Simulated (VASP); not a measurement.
# Al4Ni (Im-3m) in VASP: a series of runs, part 2 of 2

VASP 6.6.1. The steps go on from the part before.

## (3) Single point, PBE, collinear spin, ferromagnetic start

This run uses another cell than the first one, of 13.89 Å³/atom.

Contents of INCAR:

```
SYSTEM = Al4Ni
PREC = Accurate ; ENCUT = 520
EDIFF = 1E-7 ; ISMEAR = 0
SIGMA = 0.1 ; LREAL = .False.
LASPH = .True. ; NELM = 150
ALGO = Fast ; ISIF = 2
LWAVE = .False. ; LCHARG = .True.
ISPIN = 2 ; MAGMOM = 0 0 0 0 2
LORBIT = 11 ; LMAXMIX = 4
GGA = PE ; LELF = .True.
LVHAR = .True. ; NBANDS = 23
```

Contents of KPOINTS:

```
Automatic mesh
0
Gamma
  6 6 6
  0 0 0
```

Contents of POSCAR:

```
Al4Ni
1.0
   -2.5893937800      2.5893937800      2.5893937800
    2.5893937800     -2.5893937800      2.5893937800
    2.5893937800      2.5893937800     -2.5893937800
Al Ni
4 1
Direct
    0.0000000000      0.0000000000      0.5000000000
    0.5000000000      0.0000000000      0.0000000000
    0.5000000000      0.5000000000      0.5000000000
    0.0000000000      0.5000000000      0.0000000000
    0.0000000000      0.0000000000      0.0000000000
```

Potentials or basis: VASP PAW PBE potentials, release 64 (Al, Ni).

The run is started by

```console
cat potpaw_PBE.64/Al/POTCAR potpaw_PBE.64/Ni/POTCAR > POTCAR
mpirun -np 1 vasp_std > vasp.out
```

OUTCAR:

```text
SYSTEM = Al4Ni
   PREC = Accurate
   ENCUT = 520
   EDIFF = 1E-7
   ISMEAR = 0
   LREAL = .False.
   LASPH = .True.
   NELM = 150
   ISIF = 2
   ISPIN = 2
   LORBIT = 11
   GGA = PE

 ion  position               nearest neighbor table
   1  0.000  0.000  0.500-   5 2.24   5 2.24   4 2.59   2 2.59   3 2.59   4 2.59   2 2.59   3 2.59

   2  0.500  0.000  0.000-   5 2.24   5 2.24   4 2.59   1 2.59   3 2.59   3 2.59   1 2.59   4 2.59

   3  0.500  0.500  0.500-   5 2.24   5 2.24   4 2.59   1 2.59   2 2.59   4 2.59   1 2.59   2 2.59
[... 1063 lines left out ...]
     2.589393780 -2.589393780  2.589393780     0.193095389  0.000000000  0.193095389
     2.589393780  2.589393780 -2.589393780     0.193095389  0.193095389  0.000000000

 POSITION                                       TOTAL-FORCE (eV/Angst)
 -----------------------------------------------------------------------------------
      1.29470      1.29470     -1.29470         0.000000      0.000000     -0.000000
     -1.29470      1.29470      1.29470         0.000000     -0.000000      0.000000
      1.29470      1.29470      1.29470        -0.000000      0.000000     -0.000000
      1.29470     -1.29470      1.29470         0.000000     -0.000000      0.000000
      0.00000      0.00000      0.00000        -0.000000      0.000000     -0.000000
 -----------------------------------------------------------------------------------
    total drift:                               -0.000000     -0.000000     -0.000000

  FREE ENERGIE OF THE ION-ELECTRON SYSTEM (eV)
  ---------------------------------------------------
  free  energy   TOTEN  =       -19.3065868342 eV

  energy  without entropy=      -19.2825508438  energy(sigma->0) =      -19.29456884

 total charge

# of ion       s       p       d       tot
------------------------------------------
    1        0.451   0.447   0.000   0.898
    2        0.451   0.447   0.000   0.898
    3        0.451   0.447   0.000   0.898
    4        0.451   0.447   0.000   0.898
    5        0.657   0.829   8.598  10.084
--------------------------------------------------
tot          2.459   2.617   8.598  13.675

 magnetization (x)

# of ion       s       p       d       tot
------------------------------------------
    1        0.000  -0.000   0.000  -0.000
    2        0.000  -0.000   0.000  -0.000
    3        0.000  -0.000   0.000  -0.000
    4        0.000  -0.000   0.000  -0.000
    5       -0.000  -0.000  -0.000  -0.000
--------------------------------------------------
tot          0.000  -0.000  -0.000  -0.000
```

OSZICAR:

```text
N       E                     dE             d eps       ncg     rms          rms(c)
DAV:   1     0.830951102379E+02    0.83095E+02   -0.86336E+03  1480   0.878E+02
DAV:   2    -0.149687333992E+02   -0.98064E+02   -0.90451E+02  1584   0.188E+02
DAV:   3    -0.203830096596E+02   -0.54143E+01   -0.53207E+01  1859   0.469E+01
DAV:   4    -0.204916401504E+02   -0.10863E+00   -0.10855E+00  1746   0.639E+00
DAV:   5    -0.204954893820E+02   -0.38492E-02   -0.38490E-02  1847   0.128E+00    0.161E+01
RMM:   6    -0.239783315029E+02   -0.34828E+01   -0.22664E+01  1774   0.408E+01    0.188E+01
RMM:   7    -0.194182726409E+02    0.45601E+01   -0.67729E+00  1548   0.240E+01    0.243E+00
RMM:   8    -0.193317751931E+02    0.86497E-01   -0.47219E-01  1522   0.349E+00    0.183E+00
RMM:   9    -0.193059034184E+02    0.25872E-01   -0.91881E-02  1648   0.264E+00    0.630E-01
RMM:  10    -0.193065507503E+02   -0.64733E-03   -0.12622E-02  1880   0.629E-01    0.340E-01
RMM:  11    -0.193065107134E+02    0.40037E-04   -0.22814E-03  1819   0.320E-01    0.168E-01
RMM:  12    -0.193065838406E+02   -0.73127E-04   -0.86466E-04  1788   0.234E-01    0.936E-02
RMM:  13    -0.193065835019E+02    0.33872E-06   -0.36766E-04  1893   0.154E-01    0.581E-02
RMM:  14    -0.193065921898E+02   -0.86879E-05   -0.13023E-04  1988   0.586E-02    0.447E-02
RMM:  15    -0.193065907302E+02    0.14596E-05   -0.22170E-05  2139   0.256E-02    0.284E-02
RMM:  16    -0.193065868354E+02    0.38947E-05   -0.55419E-06  1765   0.192E-02    0.682E-03
RMM:  17    -0.193065868048E+02    0.30618E-07   -0.13284E-06  1654   0.587E-03    0.449E-03
RMM:  18    -0.193065868342E+02   -0.29330E-07   -0.40985E-07  1280   0.362E-03
   1 F= -.19306587E+02 E0= -.19294569E+02  d E =-.240360E-01  mag=     0.0000
```

stdout:

```text
POSCAR found type information on POSCAR AlNi
 POSCAR found :  2 types and       5 ions
 scaLAPACK will be used
 LDA part: xc-table for (Slater+PW92), standard interpolation
 POSCAR, INCAR and KPOINTS ok, starting setup
 FFT: planning ... GRIDC
 FFT: planning ... GRID_SOFT
 FFT: planning ... GRID
 WAVECAR not read
 entering main loop
```

Wall time 78 s (1 thread of Intel Xeon Platinum 8259CL at 2.50GHz (Skylake/Cascade Lake), shared host); peak memory 0.25 GiB.

Results:

| Quantity | Value |
| --- | --- |
| Free energy | -19.3066 eV |
| Pressure | 32.9 GPa |
| Band gap on the k mesh | zero (filled and empty bands overlap) |
| Net moment | 0.00 μB per cell |
| Valence electrons inside the program's atomic spheres | Al 0.90; Ni 10.08 |

Caveat: the cell stands under pressure; the moments typed at the start vanished in this run.

## (4) Single point, PBE, collinear spin, ferromagnetic start

This run uses another cell than the first one, of 17.56 Å³/atom.

Contents of INCAR:

```
SYSTEM = Al4Ni
  PREC = Accurate
  ENCUT = 520
  EDIFF = 1E-6
  ISMEAR = 0
  SIGMA = 0.1
  LREAL = .False.
  LASPH = .True.
  NELM = 150
  ALGO = Normal
  ISIF = 2
  LWAVE = .False.
  LCHARG = .False.
  ISPIN = 2
  MAGMOM = 0 0 0 0 2
  LORBIT = 11
  LMAXMIX = 4
  GGA = PE
  NBANDS = 23
```

KPOINTS is that of step 3.

POSCAR, as its differences from that of step 3:

```diff
@@ -2,5 +2,5 @@
 1.0
-   -2.5893937800      2.5893937800      2.5893937800
-    2.5893937800     -2.5893937800      2.5893937800
-    2.5893937800      2.5893937800     -2.5893937800
+   -2.7999791650      2.7999791650      2.7999791650
+    2.7999791650     -2.7999791650      2.7999791650
+    2.7999791650      2.7999791650     -2.7999791650
 Al Ni
```

The run is started by

```console
cat potpaw_PBE.64/Al/POTCAR potpaw_PBE.64/Ni/POTCAR > POTCAR
mpirun -np 1 vasp_std > vasp.out
```

Wall time 61 s (1 thread of Intel Xeon Platinum 8259CL at 2.50GHz (Skylake/Cascade Lake), shared host); peak memory 0.25 GiB.

The run converged. Its results:

| Item | Value |
| --- | --- |
| Free energy | -20.8470 eV |
| Pressure | 0.0 GPa |
| Band gap on the k mesh | zero (filled and empty bands overlap) |
| Net moment | 0.00 μB per cell |
| Valence electrons inside the program's atomic spheres | Al 0.79; Ni 9.57 |

Levels at points of the mesh, in eV from the Fermi level:
Spin up:
| k point | band 9 | band 10 | band 11 | band 12 | band 13 | band 14 |
| --- | --- | --- | --- | --- | --- | --- |
| (0.00, 0.00, 0.00) | -1.79 | -0.65 | -0.65 | -0.65 | 0.79 | 0.82 |
| (0.50, 0.00, 0.00) | -2.39 | -1.00 | -0.86 | 0.74 | 2.09 | 2.52 |
| (0.50, 0.50, 0.50) | -2.99 | -1.39 | -1.39 | 3.27 | 3.27 | 3.27 |
Spin down:
```csv
k point,band 9,band 10,band 11,band 12,band 13,band 14
"(0.00, 0.00, 0.00)",-1.79,-0.65,-0.65,-0.65,0.79,0.82
"(0.50, 0.00, 0.00)",-2.39,-1.00,-0.86,0.74,2.09,2.52
"(0.50, 0.50, 0.50)",-2.99,-1.39,-1.39,3.27,3.27,3.27
```

Caveat: the moments typed at the start vanished in this run.

## (5) Relaxation of cell and atoms, PBE

This run uses another cell than the first one, of 17.56 Å³/atom.

Contents of INCAR:

```
SYSTEM = Al4Ni
PREC = Accurate
ENCUT = 600
EDIFF = 1E-7
ISMEAR = 0
SIGMA = 0.1
LREAL = .FALSE.
LASPH = .TRUE.
NELM = 80
ALGO = Normal
ISIF = 3
LWAVE = .FALSE.
LCHARG = .FALSE.
GGA = PE
IBRION = 2
NSW = 100
EDIFFG = -0.01
```

Contents of KPOINTS:

```
regular mesh
0
G
  10 10 10
  0 0 0
```

POSCAR is that of step 4.

Potentials or basis: VASP PAW PBE potentials, release 64 (Al, Ni).

The run is started by

```console
cat potpaw_PBE.64/Al/POTCAR potpaw_PBE.64/Ni/POTCAR > POTCAR
mpirun -np 1 vasp_std > vasp.out
```

OUTCAR:

```text
SYSTEM = Al4Ni
   PREC = Accurate
   ENCUT = 600
   EDIFF = 1E-7
   ISMEAR = 0
   LREAL = .FALSE.
   LASPH = .TRUE.
   NELM = 80
   ISIF = 3
   GGA = PE
   IBRION = 2
   NSW = 100
   EDIFFG = -0.01

 ion  position               nearest neighbor table
   1  0.000  0.000  0.500-   5 2.42   5 2.42   4 2.80   2 2.80   3 2.80   4 2.80   2 2.80   3 2.80

   2  0.500  0.000  0.000-   5 2.42   5 2.42   4 2.80   1 2.80   3 2.80   3 2.80   1 2.80   4 2.80

[... 690 lines left out ...]
  --------------------------------------------------------------------------------------
  -------------------------------------------------------------------------------------
  Total        0.0481116      0.0481116      0.0481116      0.0000000      0.0000000     -0.0000000
  in kB        0.8811420      0.8811420      0.8811420      0.0000000      0.0000000     -0.0000000
  external PRESSURE =       0.8811420 kB  Pullay stress =       0.0000000 kB

 VOLUME and BASIS-vectors are now :
 -----------------------------------------------------------------------------
  energy-cutoff  :      600.00
  volume of cell :       87.48
      direct lattice vectors                 reciprocal lattice vectors
    -2.796521580  2.796521580  2.796521580     0.000000000  0.178793542  0.178793542
     2.796521580 -2.796521580  2.796521580     0.178793542  0.000000000  0.178793542
     2.796521580  2.796521580 -2.796521580     0.178793542  0.178793542  0.000000000

 POSITION                                       TOTAL-FORCE (eV/Angst)
 -----------------------------------------------------------------------------------
      1.39826      1.39826      4.19478         0.000000     -0.000000     -0.000000
     -1.39826      1.39826      1.39826        -0.000000     -0.000000     -0.000000
      1.39826      1.39826      1.39826         0.000000      0.000000      0.000000
      1.39826      4.19478      1.39826        -0.000000      0.000000      0.000000
      2.79652      2.79652     -2.79652        -0.000000     -0.000000     -0.000000
 -----------------------------------------------------------------------------------
    total drift:                               -0.000000     -0.000000      0.000000

  FREE ENERGIE OF THE ION-ELECTRON SYSTEM (eV)
  ---------------------------------------------------
  free  energy   TOTEN  =       -20.9185123903 eV

  energy  without entropy=      -20.9026602234  energy(sigma->0) =      -20.91058631

 reached required accuracy - stopping structural energy minimisation
```

CONTCAR:

```text
Al4Ni
   1.00000000000000
    -2.7965215802859271    2.7965215802859271    2.7965215802859271
     2.7965215802859271   -2.7965215802859271    2.7965215802859271
     2.7965215802859271    2.7965215802859271   -2.7965215802859271
  Al              Ni
     4     1
Direct
     1.0000000000000000    1.0000000000000000    0.5000000000000000
     0.5000000000000000    0.0000000000000000    0.0000000000000000
     0.5000000000000000    0.5000000000000000    0.5000000000000000
     1.0000000000000000    0.5000000000000000    1.0000000000000000
     0.0000000000000000    0.0000000000000000    1.0000000000000000

  0.00000000E+00  0.00000000E+00  0.00000000E+00
  0.00000000E+00  0.00000000E+00  0.00000000E+00
  0.00000000E+00  0.00000000E+00  0.00000000E+00
  0.00000000E+00  0.00000000E+00  0.00000000E+00
  0.00000000E+00  0.00000000E+00  0.00000000E+00
```

Run time: 1.7 min. Hardware: 1 thread of Intel Xeon Platinum 8259CL at 2.50GHz (Skylake/Cascade Lake), shared host; peak memory 0.29 GiB.

Results:

```yaml
Free_energy: -20.9185 eV
Relaxed_volume: 17.50 Å³/atom
Relaxed_cell: a = 4.844 Å, b = 4.844 Å, c = 4.844 Å, α = 109.47°, β = 109.47°, γ = 109.47°
Space_group_after_relaxing_to_0.1_Å: Im-3m (No. 229)
Energy_gained_by_relaxing: 0.0 meV/atom
Ionic_steps: 2
Pressure_after_relaxing: 0.1 GPa
Band_gap_on_the_k_mesh: zero (bands 11 and 12 overlap by 2.17 eV)
```

Step by step:
```csv
step,energy change (eV),largest force (eV/Å),pressure (GPa),volume (Å³)
1,0.0000,0.0000,-0.23,87.81
2,-0.0002,0.0000,0.09,87.48
```

Final structure:
```yaml
crystal:
  lattice:
    - [-2.79652, 2.79652, 2.79652]
    - [2.79652, -2.79652, 2.79652]
    - [2.79652, 2.79652, -2.79652]
  atoms:
    - { symbol: Al, position: [0.00000, 0.00000, 0.50000] }
    - { symbol: Al, position: [0.50000, 0.00000, 0.00000] }
    - { symbol: Al, position: [0.50000, 0.50000, 0.50000] }
    - { symbol: Al, position: [0.00000, 0.50000, 0.00000] }
    - { symbol: Ni, position: [0.00000, 0.00000, 0.00000] }
```

Spin polarisation is off, so any magnetic state and its effect on volume and gap are missing.

## (6) Relaxation of cell and atoms, PBE, collinear spin, ferromagnetic start

This run uses another cell than the first one, of 13.89 Å³/atom.

Contents of INCAR:

```
PREC = Accurate
ENCUT = 600
EDIFF = 1E-6
ISMEAR = 0
SIGMA = 0.1
LREAL = F
LASPH = T
NELM = 150
ALGO = Normal
ISIF = 3
LWAVE = F
LCHARG = F
ISPIN = 2
MAGMOM = 0 0 0 0 2
LORBIT = 11
LMAXMIX = 4
GGA = PE
IBRION = 2
NSW = 90
EDIFFG = -0.04
```

Contents of KPOINTS:

```
Automatic mesh
0
Gamma
  6 6 6
```

POSCAR, as its differences from that of step 5:

```diff
@@ -2,5 +2,5 @@
 1.0
-   -2.7999791650      2.7999791650      2.7999791650
-    2.7999791650     -2.7999791650      2.7999791650
-    2.7999791650      2.7999791650     -2.7999791650
+   -2.5893937800      2.5893937800      2.5893937800
+    2.5893937800     -2.5893937800      2.5893937800
+    2.5893937800      2.5893937800     -2.5893937800
 Al Ni
```

Potentials or basis: VASP PAW PBE potentials, release 64 (Al, Ni).

The run is started by

```console
cat potpaw_PBE.64/Al/POTCAR potpaw_PBE.64/Ni/POTCAR > POTCAR
mpirun -np 1 vasp_std > vasp.out
```

Run time: 2.4 min. Hardware: 1 thread of Intel Xeon Platinum 8259CL at 2.50GHz (Skylake/Cascade Lake), shared host; peak memory 0.25 GiB.

Results (log left out):

| Quantity | Value |
| --- | --- |
| Free energy | -20.8454 eV |
| Relaxed volume | 17.56 Å³/atom |
| Relaxed cell | a = 4.850 Å, b = 4.850 Å, c = 4.850 Å, α = 109.47°, β = 109.47°, γ = 109.47° |
| Space group after relaxing (to 0.1 Å) | Im-3m (No. 229) |
| Energy gained by relaxing | 307.7 meV/atom |
| Ionic steps | 3 |
| Pressure after relaxing | 0.1 GPa |
| Band gap on the k mesh | zero (filled and empty bands overlap) |
| Net moment | 0.00 μB per cell |
| Valence electrons inside the program's atomic spheres | Al 0.79; Ni 9.57 |

Step by step:
```csv
step,energy change (eV),largest force (eV/Å),pressure (GPa),volume (Å³)
1,0.0000,0.0000,32.84,69.45
2,-1.0614,0.0000,-9.23,102.17
3,-1.5385,0.0000,0.06,87.81
```

Final structure:
```
CELL_PARAMETERS angstrom
-2.80007 2.80007 2.80007
2.80007 -2.80007 2.80007
2.80007 2.80007 -2.80007
ATOMIC_POSITIONS crystal
Al 0.00000 0.00000 0.50000
Al 0.50000 0.00000 0.00000
Al 0.50000 0.50000 0.50000
Al 0.00000 0.50000 0.00000
Ni 0.00000 0.00000 0.00000
```

Levels at points of the mesh, in eV from the Fermi level:
Spin up:
```tsv
k point	band 7	band 8	band 9	band 10	band 11	band 12	band 13	band 14	band 15	band 16
(0.00, 0.00, 0.00)	-1.79	-1.79	-1.79	-0.65	-0.65	-0.65	0.79	0.82	0.82	0.82
(0.50, 0.00, 0.00)	-2.80	-2.66	-2.39	-1.00	-0.86	0.74	2.09	2.52	3.25	4.44
(0.50, 0.50, 0.50)	-2.99	-2.99	-2.99	-1.39	-1.39	3.27	3.27	3.27	4.53	4.53
```
Spin down:
```
           k point  band 7  band 8  band 9  band 10  band 11  band 12  band 13  band 14  band 15  band 16
(0.00, 0.00, 0.00)   -1.79   -1.79   -1.79    -0.65    -0.65    -0.65     0.79     0.82     0.82     0.82
(0.50, 0.00, 0.00)   -2.80   -2.66   -2.39    -1.00    -0.86     0.74     2.09     2.52     3.25     5.34
(0.50, 0.50, 0.50)   -2.99   -2.99   -2.99    -1.39    -1.39     3.27     3.27     3.27     4.53     4.53
```

Caveat: the volume moved by over 15 % at a fixed basis, so the end points are rough; the moments typed at the start vanished in this run.
